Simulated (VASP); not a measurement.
# WS2 (P6_3/mmc) in VASP: a series of runs, part 2 of 2

VASP 6.6.1.

## (4) Single point, PBEsol (atoms shifted along a free coordinate)

INCAR

```
  PREC = Accurate
  ENCUT = 520
  EDIFF = 1E-6
  ISMEAR = 0
  SIGMA = 0.05
  LREAL = False
  LASPH = True
  NELM = 60
  ALGO = Normal
  ISIF = 2
  LWAVE = False
  LCHARG = False
  GGA = PS
  NBANDS = 35
```

KPOINTS

```
regular mesh
0
Gamma
  12 12 2
```

POSCAR

```
WS2
1.0
    3.2280036364      0.0000000000      0.0000000000
   -1.6140018182      2.7955331526      0.0000000000
    0.0000000000      0.0000000000     13.0266084735
W S
2 4
Direct
    0.3333333333      0.6666666667      0.2500000000
    0.6666666667      0.3333333333      0.7500000000
    0.3333333333      0.6666666667      0.6134192893
    0.6666666667      0.3333333333      0.1134192893
    0.3333333333      0.6666666667      0.8865807107
    0.6666666667      0.3333333333      0.3865807107
```

Started as:

```sh
$ cat potpaw_PBE.64/W_sv/POTCAR potpaw_PBE.64/S/POTCAR > POTCAR
$ mpirun -np 1 vasp_std > vasp.out
```

Wall time 1.7 min (1 thread of Intel Xeon Platinum 8259CL at 2.50GHz (Skylake/Cascade Lake), shared host); peak memory 0.29 GiB.

The run converged. Its results:

```yaml
Free_energy: -48.5810 eV
Pressure: -21.9 GPa
Largest_force: 3.454 eV/Å
Band_gap_on_the_k_mesh: 0.79 eV (least direct gap 1.61 eV)
```

Forces in eV/Å, atoms in the order of the input:
```
W    0.000  0.000  0.000
W    0.000  0.000  0.000
S    0.000  0.000  3.454
S    0.000  0.000  3.454
S    0.000  0.000 -3.454
S    0.000  0.000 -3.454
```

Stress tensor (GPa, compression positive):
```
-16.14   0.00   0.00
  0.00 -16.14   0.00
  0.00   0.00 -33.45
```

Levels at points of the mesh, in eV from the valence-band top:
| k point | band 24 | band 25 | band 26 | band 27 | band 28 | band 29 |
| --- | --- | --- | --- | --- | --- | --- |
| (0.00, 0.00, 0.00) | -0.96 | -0.96 | -0.17 | 2.10 | 2.10 | 2.28 |
| (0.50, 0.00, 0.00) | -1.08 | -1.08 | -0.80 | 2.37 | 2.60 | 2.63 |
| (0.00, 0.00, 0.50) | -0.99 | -0.40 | -0.40 | 2.18 | 2.18 | 2.18 |
| (0.50, 0.00, 0.50) | -1.13 | -0.94 | -0.94 | 2.61 | 2.61 | 2.63 |

Caveat: the cell differs from its parent crystal (atoms shifted along a free coordinate); the stress differs along the axes, from -33 to -16 GPa; the PAW data sets were made with another functional, which shifts forces and pressure a little; spin-orbit coupling is left out, which moves the levels of the heavy elements; this functional lacks dispersion, which binds layers or chains, so the pressure and a relaxed spacing across them are unreliable.

## (5) Single point, PBEsol (atoms shifted along a free coordinate)

INCAR

```
SYSTEM = WS2
PREC     = Accurate       ! precision mode
ENCUT    = 520            ! plane-wave cutoff, eV
EDIFF    = 1E-6           ! SCF threshold, eV
ISMEAR   = 0              ! smearing method
SIGMA    = 0.05           ! smearing width, eV
LREAL    = .FALSE.        ! projectors in reciprocal space
LASPH    = .TRUE.         ! aspherical terms in the spheres
NELM     = 100            ! most SCF steps
ALGO     = Normal         ! electronic algorithm
ISIF     = 2              ! what is computed and relaxed
LWAVE    = .FALSE.        ! write WAVECAR
LCHARG   = .TRUE.         ! write CHGCAR
GGA      = PS             ! functional
LELF     = .TRUE.         ! ELF
LVHAR    = .TRUE.       
NBANDS   = 35             ! bands
```

KPOINTS

```
Automatic mesh
0
G
  12 12 2
  0 0 0
```

POSCAR

```
WS2
1.0
    3.2280036364      0.0000000000      0.0000000000
   -1.6140018182      2.7955331526      0.0000000000
    0.0000000000      0.0000000000     13.0266084735
W S
2 4
Direct
    0.3333333333      0.6666666667      0.2500000000
    0.6666666667      0.3333333333      0.7500000000
    0.3333333333      0.6666666667      0.6396781747
    0.6666666667      0.3333333333      0.1396781747
    0.3333333333      0.6666666667      0.8603218253
    0.6666666667      0.3333333333      0.3603218253
```

Started as:

```sh
$ cat potpaw_PBE.64/W_sv/POTCAR potpaw_PBE.64/S/POTCAR > POTCAR
$ mpirun -np 1 vasp_std > vasp.out
```

Wall time 2 min (1 thread of Intel Xeon Platinum 8259CL at 2.50GHz (Skylake/Cascade Lake), shared host); peak memory 0.29 GiB.

The run converged. Its results:

* Free energy: -49.9632 eV
* Pressure: 6.3 GPa
* Largest force: 2.339 eV/Å
* Band gap on the k mesh: 0.15 eV (least direct gap 1.32 eV)

Forces in eV/Å, atoms in the order of the input:
```
W    0.000  0.000  0.000
W    0.000  0.000  0.000
S    0.000  0.000 -2.339
S    0.000  0.000 -2.339
S    0.000  0.000  2.339
S    0.000  0.000  2.339
```

Stress tensor (GPa, compression positive):
```
 0.50  0.00  0.00
 0.00  0.50  0.00
 0.00  0.00 17.88
```

Levels at points of the mesh, in eV from the valence-band top:
```csv
k point,band 23,band 24,band 25,band 26,band 27,band 28,band 29,band 30
"(0.00, 0.00, 0.00)",-3.16,-1.85,-0.77,0.00,1.83,1.83,1.83,1.83
"(0.50, 0.00, 0.00)",-2.66,-2.60,-1.96,-1.86,1.49,1.51,1.95,1.97
"(0.00, 0.00, 0.50)",-2.61,-2.61,-0.27,-0.27,1.83,1.83,1.83,1.83
"(0.50, 0.00, 0.50)",-2.64,-2.64,-1.91,-1.91,1.50,1.50,1.96,1.96
```

Caveat: the cell differs from its parent crystal (atoms shifted along a free coordinate); the stress differs along the axes, from 1 to 18 GPa; the PAW data sets were made with another functional, which shifts forces and pressure a little; spin-orbit coupling is left out, which moves the levels of the heavy elements; this functional lacks dispersion, which binds layers or chains, so the pressure and a relaxed spacing across them are unreliable. A k mesh can miss the band edges.

## (6) Summary

```tsv
cell	gap on the mesh (eV)	pressure (GPa)	largest force (eV/Å)
as given, atomic positions A	0.81	-2.9	0.35
as given, atomic positions B	1.15	-10.6	1.24
as given, atomic positions C	0.79	-21.9	3.45
as given, atomic positions D	0.15	6.3	2.34
```

Alike in all rows: task single point; level PBEsol; potentials or basis VASP PAW PBE potentials, release 64 (W_sv, S); no spin polarisation; k mesh 12 × 12 × 2; cutoff (eV) 520; smearing gaussian 0.05 eV.

Caveats: the PAW data sets were made with another functional, which shifts forces and pressure a little; spin-orbit coupling is left out, which moves the levels of the heavy elements; this functional lacks dispersion, which binds layers or chains, so the pressure and a relaxed spacing across them are unreliable; the stress differs along the axes, from -6 to 3 GPa (at least some runs); the cell stands under tension (at least some runs); the stress differs along the axes, from -33 to -16 GPa (at least some runs); the stress differs along the axes, from 1 to 18 GPa (at least some runs).

Absolute energies hang on the potentials; compare differences alone.
